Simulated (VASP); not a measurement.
# Ga (Cmcm) in VASP: further runs, part 2 of 2

VASP 6.6.1. Earlier steps stand in the parts before.

## 3. Electric field gradients, PBE (equal xx and yy strain of +2 %)

Input file INCAR:

```
SYSTEM = Ga
ALGO = Normal
EDIFF = 1E-8
ENCUT = 520
GGA = PE
ISIF = 2
ISMEAR = -1
LASPH = .True.
LCHARG = .False.
LEFG = .True.
LREAL = .False.
LWAVE = .False.
NBANDS = 20
NELM = 80
PREC = Accurate
SIGMA = 0.08
```

Input file KPOINTS:

```
k-points
0
Gamma
  12 12 10
  0 0 0
```

Input file POSCAR:

```
Ga
1.0
    1.4790000000     -4.1463000000      0.0000000000
    1.4790000000      4.1463000000      0.0000000000
    0.0000000000      0.0000000000      3.1700000000
Ga
2
Direct
    0.8670000000      0.1330000000      0.2500000000
    0.1330000000      0.8670000000      0.7500000000
```

Potentials or basis: VASP PAW PBE potentials, release 64 (Ga_d).

The run is started by

```sh
$ cat potpaw_PBE.64/Ga_d/POTCAR > POTCAR
$ mpirun -np 1 vasp_std > vasp.out
```

OUTCAR:

```text
SYSTEM = Ga
   EDIFF = 1E-8
   ENCUT = 520
   GGA = PE
   ISIF = 2
   ISMEAR = -1
   LASPH = .True.
   LREAL = .False.
   NELM = 80
   PREC = Accurate

 ion  position               nearest neighbor table
   1  0.867  0.133  0.250-   2 2.72   2 2.72   2 2.91   2 2.91   2 2.91   2 2.91
   2  0.133  0.867  0.750-   1 2.72   1 2.72   1 2.91   1 2.91   1 2.91   1 2.91

  LATTYP: Found a base centered orthorhombic cell.
 ALAT       =     2.9580000000
 B/A-ratio  =     2.8034482759
 C/A-ratio  =     1.0716700473

  Lattice vectors:

 A1 = (   1.4790000000,  -4.1463000000,   0.0000000000)
 A2 = (   1.4790000000,   4.1463000000,   0.0000000000)
 A3 = (   0.0000000000,   0.0000000000,   3.1700000000)

Analysis of symmetry for initial positions (statically):
=====================================================================
 Subroutine PRICEL returns:
 Original cell was already a primitive cell.

 Routine SETGRP: Setting up the symmetry group for a
 base centered orthorhombic supercell.
[... 745 lines left out ...]
     1.479000000 -4.146300000  0.000000000     0.338066261 -0.120589441  0.000000000
     1.479000000  4.146300000  0.000000000     0.338066261  0.120589441  0.000000000
     0.000000000  0.000000000  3.170000000     0.000000000  0.000000000  0.315457413

 POSITION                                       TOTAL-FORCE (eV/Angst)
 -----------------------------------------------------------------------------------
      1.47900     -3.04338      0.79250         0.000000      0.182207     -0.000000
      1.47900      3.04338      2.37750         0.000000     -0.182207      0.000000
 -----------------------------------------------------------------------------------
    total drift:                                0.000000     -0.000000     -0.000000

  FREE ENERGIE OF THE ION-ELECTRON SYSTEM (eV)
  ---------------------------------------------------
  free  energy   TOTEN  =        -5.7616337545 eV

  energy  without entropy=       -5.7439197297  energy(sigma->0) =       -5.75277674

 Electric field gradients (V/A^2)
---------------------------------------------------------------------
 ion       V_xx      V_yy      V_zz      V_xy      V_xz      V_yz
---------------------------------------------------------------------
   1      11.987   -25.883    13.896     0.000     0.000    -0.000
   2      11.987   -25.883    13.896    -0.000    -0.000     0.000
---------------------------------------------------------------------

 Electric field gradients after diagonalization (V/A^2)
 (convention: |V_zz| > |V_xx| > |V_yy|)
----------------------------------------------------------------------
 ion       V_xx      V_yy      V_zz     asymmetry (V_yy - V_xx)/ V_zz
----------------------------------------------------------------------
   1      13.896    11.987   -25.883       0.074
   2      13.896    11.987   -25.883       0.074
----------------------------------------------------------------------

           NMR quadrupolar parameters

 Cq : quadrupolar parameter    Cq=e*Q*V_zz/h
 eta: asymmetry parameters     (V_yy - V_xx)/ V_zz
 Q  : nuclear electric quadrupole moment in mb (millibarn)
----------------------------------------------------------------------
 ion       Cq(MHz)       eta       Q (mb)
----------------------------------------------------------------------
   1      -0.063       0.074       1.000
   2      -0.063       0.074       1.000
----------------------------------------------------------------------
```

OSZICAR:

```text
N       E                     dE             d eps       ncg     rms          rms(c)
DAV:   1     0.131607076653E+03    0.13161E+03   -0.13218E+04 10860   0.244E+03
DAV:   2     0.572428434282E+01   -0.12588E+03   -0.12288E+03 10652   0.384E+02
DAV:   3    -0.563354039034E+01   -0.11358E+02   -0.11305E+02 11568   0.944E+01
DAV:   4    -0.580777053963E+01   -0.17423E+00   -0.17414E+00 11844   0.129E+01
DAV:   5    -0.581072138359E+01   -0.29508E-02   -0.29507E-02 11808   0.165E+00    0.131E+00
DAV:   6    -0.577072820180E+01    0.39993E-01   -0.78480E-02 13956   0.453E+00    0.685E-01
DAV:   7    -0.576245904335E+01    0.82692E-02   -0.16274E-02 14812   0.175E+00    0.187E-01
DAV:   8    -0.576161374638E+01    0.84530E-03   -0.21721E-03 11120   0.638E-01    0.188E-02
DAV:   9    -0.576163374589E+01   -0.20000E-04   -0.10510E-04 12356   0.108E-01    0.675E-03
DAV:  10    -0.576163405790E+01   -0.31201E-06   -0.59428E-06 12028   0.291E-02    0.116E-03
DAV:  11    -0.576163382745E+01    0.23045E-06   -0.48470E-07 12312   0.937E-03    0.557E-04
DAV:  12    -0.576163379776E+01    0.29695E-07   -0.58095E-08 12132   0.297E-03    0.148E-04
DAV:  13    -0.576163375859E+01    0.39172E-07   -0.54906E-09  6676   0.831E-04    0.387E-05
DAV:  14    -0.576163375451E+01    0.40773E-08   -0.13177E-09  5776   0.441E-04
   1 F= -.57616338E+01 E0= -.57527767E+01  d E =-.177140E-01
```

It took 3.9 min on 1 thread of AMD EPYC 7R43 (Zen 3), shared host; peak memory 0.26 GiB.

Results:

```
Free energy            : -5.7616 eV
Pressure               : -0.1 GPa
Largest force          : 0.182 eV/Å
Band gap on the k mesh : zero (band 13 reaches 10.62 eV, above the bottom of band 14 at 1.27 eV)
```

Forces in eV/Å, atoms in the order of the input:
```
Ga   0.000  0.182  0.000
Ga   0.000 -0.182  0.000
```

Levels at points of the mesh, in eV from the Fermi level:
| k point | band 9 | band 10 | band 11 | band 12 | band 13 | band 14 | band 15 | band 16 | band 17 | band 18 |
| --- | --- | --- | --- | --- | --- | --- | --- | --- | --- | --- |
| (0.00, 0.00, 0.00) | -14.81 | -14.67 | -10.95 | -2.25 | -1.78 | 3.20 | 6.81 | 7.36 | 8.27 | 10.01 |
| (0.50, 0.00, 0.00) | -14.73 | -14.72 | -6.70 | -5.30 | -1.76 | -0.58 | 6.19 | 6.79 | 8.44 | 9.30 |
| (0.50, 0.50, 0.00) | -14.78 | -14.73 | -9.01 | -8.39 | 5.33 | 5.42 | 6.02 | 7.03 | 7.10 | 8.96 |
| (0.00, 0.00, 0.50) | -14.75 | -14.75 | -7.13 | -7.13 | 1.83 | 1.83 | 2.33 | 2.33 | 9.86 | 9.86 |
| (0.50, 0.00, 0.50) | -14.72 | -14.72 | -3.04 | -3.04 | -1.50 | -1.50 | 1.82 | 1.82 | 4.12 | 4.12 |
| (0.50, 0.50, 0.50) | -14.78 | -14.78 | -5.44 | -5.44 | -4.02 | -4.02 | 9.17 | 9.17 | 10.88 | 10.88 |

Electric field gradients, principal values (V/Å²):
```
atom   least  middle  greatest (by size)
1 Ga  11.987  13.896             -25.883
2 Ga  11.987  13.896             -25.883
```

Caveat: the cell differs from its parent crystal (equal xx and yy strain of +2 %); without QUAD_EFG the Cq values of the log hold for a quadrupole moment of 1 mb, not for the nuclei.
